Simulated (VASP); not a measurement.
# HgTe (P6_3/mmc) in VASP: further runs, part 2 of 2

VASP 6.6.1.

**6. Relaxation of cell and atoms, PBE**

This run uses another cell than the first one, of 27.33 Å³/atom.

Input file INCAR:

```
SYSTEM = HgTe
PREC = Accurate
ENCUT = 600
EDIFF = 1E-6
ISMEAR = -1
SIGMA = 0.02
LREAL = .False.
LASPH = .True.
NELM = 100
ALGO = Normal
ISIF = 3
LWAVE = .False.
LCHARG = .False.
GGA = PE
IBRION = 2
NSW = 80
EDIFFG = -0.005
```

Input file KPOINTS:

```
regular mesh
0
Gamma
  6 6 4
  0 0 0
```

Input file POSCAR:

```
HgTe
1.0
    4.6567538693      0.0000000000      0.0000000000
   -2.3283769347      4.0328671500      0.0000000000
    0.0000000000      0.0000000000      5.8206330000
Hg Te
2 2
Direct
    0.3333333333      0.6666666667      0.2500000000
    0.6666666667      0.3333333333      0.7500000000
    0.6666666667      0.3333333333      0.2500000000
    0.3333333333      0.6666666667      0.7500000000
```

Potentials or basis: VASP PAW PBE potentials, release 64 (Hg, Te).

The run is started by

```sh
$ cat potpaw_PBE.64/Hg/POTCAR potpaw_PBE.64/Te/POTCAR > POTCAR
$ mpirun -np 1 vasp_std > vasp.out
```

It took 13 min on 1 thread of Intel Xeon Platinum 8559C (Emerald Rapids), shared host; peak memory 0.31 GiB.

The run converged. Its results:

```
Free energy                           : -6.7210 eV
Relaxed volume                        : 37.59 Å³/atom
Relaxed cell                          : a = 4.880 Å, b = 4.880 Å, c = 7.290 Å, α = 90.00°, β = 90.00°, γ = 120.00°
Space group after relaxing (to 0.1 Å) : P6_3/mmc (No. 194)
Energy gained by relaxing             : 361.8 meV/atom
Ionic steps                           : 18
Pressure after relaxing               : 0.0 GPa
Band gap on the k mesh                : zero (bands 18 and 19 overlap by 0.18 eV)
```

The path:
```tsv
step	energy change (eV)	largest force (eV/Å)	pressure (GPa)	volume (Å³)
1	0.0000	0.0000	17.56	109.31
2	-1.0714	0.0000	-3.49	163.86
3	-1.3601	0.0000	0.15	140.87
4	-1.3603	0.0000	-0.02	141.56
5	-1.3647	0.0000	-0.04	141.72
6	-1.3790	0.0000	-0.04	142.17
7	-1.4073	0.0000	0.19	142.86
8	-1.4080	0.0000	1.81	143.45
9	-1.4286	0.0000	0.73	143.26
10	-1.4287	0.0000	0.97	143.34
11	-1.4316	0.0000	0.91	143.98
12	-1.4381	0.0000	0.78	145.89
13	-1.4406	0.0000	0.59	149.67
14	-1.4414	0.0000	0.65	148.50
15	-1.4452	0.0000	0.39	149.23
16	-1.4471	0.0000	-0.12	150.78
17	-1.4474	0.0000	0.00	150.38
18	-1.4474	0.0000	0.01	150.34
```

Final structure:
```
CELL_PARAMETERS angstrom
4.87976 0.00000 0.00000
-2.43988 4.22600 0.00000
0.00000 0.00000 7.29049
ATOMIC_POSITIONS crystal
Hg 0.33333 0.66667 0.25000
Hg 0.66667 0.33333 0.75000
Te 0.66667 0.33333 0.25000
Te 0.33333 0.66667 0.75000
```

Levels at points of the mesh, in eV from the Fermi level:
```csv
k point,band 15,band 16,band 17,band 18,band 19,band 20,band 21,band 22
"(0.00, 0.00, 0.00)",-0.84,-0.66,-0.66,-0.08,-0.08,0.07,4.40,4.40
"(0.50, 0.00, 0.00)",-1.97,-1.61,-1.25,-0.59,1.11,2.06,4.41,5.91
"(0.00, 0.00, 0.50)",-0.37,-0.37,-0.37,-0.37,-0.12,-0.12,4.69,4.69
"(0.50, 0.00, 0.50)",-1.62,-1.62,-0.33,-0.33,1.73,1.73,3.38,3.38
```

Caveat: the volume moved by over 15 % at a fixed basis, so the end points are rough; semilocal functionals underestimate gaps, so a narrow gap can read as zero; spin-orbit coupling is left out, which moves the levels of the heavy elements.

**7. Relaxation of cell and atoms, PBEsol**

This run uses another cell than the first one, of 37.58 Å³/atom.

Input file INCAR:

```
PREC = Accurate
ENCUT = 600
EDIFF = 1E-6
ISMEAR = -1
SIGMA = 0.02
LREAL = False
LASPH = True
NELM = 100
ALGO = Normal
ISIF = 3
LWAVE = False
LCHARG = False
GGA = PS
IBRION = 2
NSW = 80
EDIFFG = -0.005
```

Input file KPOINTS:

```
Automatic mesh
0
Gamma
  6 6 4
```

Input file POSCAR:

```
HgTe
1.0
    4.8768327529      0.0000000000      0.0000000000
   -2.4384163765      4.2234610540      0.0000000000
    0.0000000000      0.0000000000      7.2980013073
Hg Te
2 2
Direct
    0.3333333333      0.6666666667      0.2500000000
    0.6666666667      0.3333333333      0.7500000000
    0.6666666667      0.3333333333      0.2500000000
    0.3333333333      0.6666666667      0.7500000000
```

Potentials or basis: VASP PAW PBE potentials, release 64 (Hg, Te).

The run is started by

```sh
$ cat potpaw_PBE.64/Hg/POTCAR potpaw_PBE.64/Te/POTCAR > POTCAR
$ mpirun -np 1 vasp_std > vasp.out
```

OUTCAR:

```text
PREC = Accurate
   ENCUT = 600
   EDIFF = 1E-6
   ISMEAR = -1
   LREAL = False
   LASPH = True
   NELM = 100
   ISIF = 3
   GGA = PS
   IBRION = 2
   NSW = 80
   EDIFFG = -0.005

 ion  position               nearest neighbor table
   1  0.333  0.667  0.250-   3 2.82   3 2.82   3 2.82   4 3.65   4 3.65
   2  0.667  0.333  0.750-   4 2.82   4 2.82   4 2.82   3 3.65   3 3.65
   3  0.667  0.333  0.250-   1 2.82   1 2.82   1 2.82   2 3.65   2 3.65
   4  0.333  0.667  0.750-   2 2.82   2 2.82   2 2.82   1 3.65   1 3.65

  LATTYP: Found a hexagonal cell.
 ALAT       =     4.8768327529
 C/A-ratio  =     1.4964633148

  Lattice vectors:

 A1 = (   4.8768327529,   0.0000000000,   0.0000000000)
 A2 = (  -2.4384163765,   4.2234610540,   0.0000000000)
 A3 = (   0.0000000000,   0.0000000000,   7.2980013073)

Analysis of symmetry for initial positions (statically):
[... 285 lines left out ...]

  energy  without entropy=       -8.1121333950  energy(sigma->0) =       -8.11326620

[... ionic steps 4 to 13 ...]

--------------------------------------- Ionic step       14  -------------------------------------------

 number of electron      35.9999997 magnetization

------------------------ aborting loop because EDIFF is reached ----------------------------------------
[... 71 lines left out ...]
--------------------------------------- Ionic step       16  -------------------------------------------

 number of electron      35.9999997 magnetization

 Free energy of the ion-electron system (eV)
  ---------------------------------------------------
  ext. energy  EPLUGINS =         0.00000000
  ---------------------------------------------------
  free energy    TOTEN  =        -8.14694077 eV

  energy without entropy =       -8.14533932  energy(sigma->0) =       -8.14614005

 E-fermi :   2.6732     XC(G=0):  -8.9123

 val. band max:        2.6500730345   @ k =   0.0000   0.0000   0.0000
 cond. band min:       2.6981289468   @ k =   0.3333   0.3333   0.5000
 fundamental gap:      0.0480559123
 Fermi energy:         2.6732259196

 k-point     1 :       0.0000    0.0000    0.0000
  band No.  band energies     occupation
      1      -8.9946      2.00000
      2      -8.3258      2.00000
      3      -4.5323      2.00000
      4      -4.5323      2.00000
      5      -4.5143      2.00000
      6      -4.5143      2.00000
[... 545 lines left out ...]
  FREE ENERGIE OF THE ION-ELECTRON SYSTEM (eV)
  ---------------------------------------------------
  free  energy   TOTEN  =        -8.1469407749 eV

  energy  without entropy=       -8.1453393152  energy(sigma->0) =       -8.14614005

 reached required accuracy - stopping structural energy minimisation
```

Run time: 11 min. Hardware: 1 thread of Intel Xeon Platinum 8559C (Emerald Rapids), shared host; peak memory 0.36 GiB.

Results:

```yaml
Free_energy: -8.1469 eV
Relaxed_volume: 33.98 Å³/atom
Relaxed_cell: a = 4.833 Å, b = 4.833 Å, c = 6.718 Å, α = 90.00°, β = 90.00°, γ = 120.00°
Space_group_after_relaxing_to_0.1_Å: P6_3/mmc (No. 194)
Energy_gained_by_relaxing: 22.5 meV/atom
Ionic_steps: 16
Pressure_after_relaxing: 0.0 GPa
Band_gap_on_the_k_mesh: zero (bands 18 and 19 overlap by 0.27 eV)
```

Step by step:
```csv
step,energy change (eV),largest force (eV/Å),pressure (GPa),volume (Å³)
1,0.0000,0.0000,-2.09,150.32
2,-0.0520,0.0000,0.62,139.89
3,-0.0576,0.0000,-0.12,142.23
4,-0.0664,0.0000,-0.07,141.09
5,-0.0845,0.0000,0.07,137.62
6,-0.0712,0.0000,1.27,130.47
7,-0.0879,0.0000,0.47,134.21
8,-0.0889,0.0000,0.31,135.37
9,-0.0874,0.0000,-0.50,137.47
10,-0.0900,0.0000,-0.03,136.20
11,-0.0900,0.0000,-0.02,136.18
12,-0.0900,0.0000,-0.02,136.16
13,-0.0901,0.0000,0.01,136.06
14,-0.0901,0.0000,0.02,135.98
15,-0.0901,0.0000,0.03,135.81
16,-0.0901,0.0000,0.01,135.92
```

Final structure:
```cif
data_structure
_symmetry_space_group_name_H-M 'P 1'
_symmetry_Int_Tables_number 1
_cell_length_a 4.8334
_cell_length_b 4.8334
_cell_length_c 6.7182
_cell_angle_alpha 90.000
_cell_angle_beta 90.000
_cell_angle_gamma 120.000
_cell_volume 135.92
loop_
_atom_site_label
_atom_site_type_symbol
_atom_site_fract_x
_atom_site_fract_y
_atom_site_fract_z
_atom_site_occupancy
Hg1 Hg 0.33333 0.66667 0.25000 1
Hg2 Hg 0.66667 0.33333 0.75000 1
Te1 Te 0.66667 0.33333 0.25000 1
Te2 Te 0.33333 0.66667 0.75000 1
```

Caveat: semilocal functionals underestimate gaps, so a narrow gap can read as zero; the PAW data sets were made with another functional, which shifts forces and pressure a little; spin-orbit coupling is left out, which moves the levels of the heavy elements.

**8. Summary**

```tsv
task	level	potentials or basis	cell	cutoff (eV)	gap on the mesh (eV)	pressure (GPa)	relaxed volume (Å³/atom)
single point	LDA	VASP PAW LDA potentials, release 64 (Hg, Te)	a = 4.820, b = 4.820, c = 7.196 Å, angles 90.0, 90.0, 120.0°, 4 atoms	520	none	-2.3	-
single point	PBE	VASP PAW PBE potentials, release 64 (Hg, Te)	a = 4.877, b = 4.877, c = 7.298 Å, angles 90.0, 90.0, 120.0°, 4 atoms	520	none	0.1	-
single point	r2SCAN	VASP PAW PBE potentials, release 64 (Hg, Te)	a = 4.820, b = 4.820, c = 7.196 Å, angles 90.0, 90.0, 120.0°, 4 atoms	520	none	0.1	-
relaxation of cell and atoms	PBE	VASP PAW PBE potentials, release 64 (Hg, Te)	relaxed from a = 4.657, b = 4.657, c = 5.821 Å, angles 90.0, 90.0, 120.0°, 4 atoms	600	none	0.0	37.59
relaxation of cell and atoms	PBEsol	VASP PAW PBE potentials, release 64 (Hg, Te)	relaxed from a = 4.877, b = 4.877, c = 7.298 Å, angles 90.0, 90.0, 120.0°, 4 atoms	600	none	0.0	33.98
```

Alike in all rows: no spin polarisation; k mesh 6 × 6 × 4; smearing fermi-dirac 0.02 eV.

Caveats: semilocal functionals underestimate gaps, so a narrow gap can read as zero; spin-orbit coupling is left out, which moves the levels of the heavy elements; the PAW data sets were made with another functional, which shifts forces and pressure a little (at least some runs); the volume moved by over 15 % at a fixed basis, so the end points are rough (at least some runs).

Absolute energies hang on the potentials; compare differences alone.
